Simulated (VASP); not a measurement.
Input of a VASP 6.6.1 run:

Contents of INCAR:

```
ALGO     = Normal         # electronic algorithm
DIPOL    = 0.5 0.5 0.500
EDIFF    = 1E-7           # SCF threshold, eV
ENCUT    = 520            # plane-wave cutoff, eV
GGA      = PE             # functional
IDIPOL   = 3            
ISIF     = 2              # what is computed and relaxed
ISMEAR   = 1              # smearing method
LASPH    = True           # aspherical terms in the spheres
LCHARG   = False          # write CHGCAR
LDIPOL   = True         
LREAL    = Auto         
LWAVE    = False          # write WAVECAR
NBANDS   = 118            # bands
NELM     = 100            # most SCF steps
PREC     = Accurate       # precision mode
SIGMA    = 0.1            # smearing width, eV
```

KPOINTS

```
k-points
0
Gamma
  6 6 1
```

POSCAR

```
Ru14W
1.0
    4.0794365732      2.3552638037      0.0000000000
   -4.0794365732      2.3552638037      0.0000000000
    0.0000000000      0.0000000000     20.5936087093
Ru W
14 1
Direct
    0.3333333333      0.3333333333      0.2943066787
    0.6666666667      0.0000000000      0.2940153201
    0.0000000000      0.6666666667      0.2940153201
    0.3333333333     -0.0006257156      0.3939821159
    0.6672923822      0.6672923822      0.3939821159
    0.9993742844      0.3333333333      0.3939821159
    0.3333333333      0.3333333333      0.5003285110
    0.6666666667      0.0000000000      0.4981414567
    0.0000000000      0.6666666667      0.4981414567
    0.3333333333      0.0020336589      0.6060031177
    0.6646330077      0.6646330077      0.6060031177
    1.0020336589      0.3333333333      0.6060031177
    0.6666666667      0.0000000000      0.7072219868
    0.0000000000      0.6666666667      0.7072219868
    0.3333333333      0.3333333333      0.7066515822
```

Potentials or basis: VASP PAW PBE potentials, release 64 (Ru_pv, W_sv).

The run is started by

```sh
$ cat potpaw_PBE.64/Ru_pv/POTCAR potpaw_PBE.64/W_sv/POTCAR > POTCAR
$ mpirun -np 1 vasp_std > vasp.out
```

(1) Estimate the largest force.

(2) What does it give for the band gap on the k mesh?

## Answers

(1) 0.071 eV/Å.

(2) zero (band 105 reaches 4.61 eV, above the bottom of band 106 at 4.16 eV).

Caveat: spin-orbit coupling is left out, which moves the levels of the heavy elements.
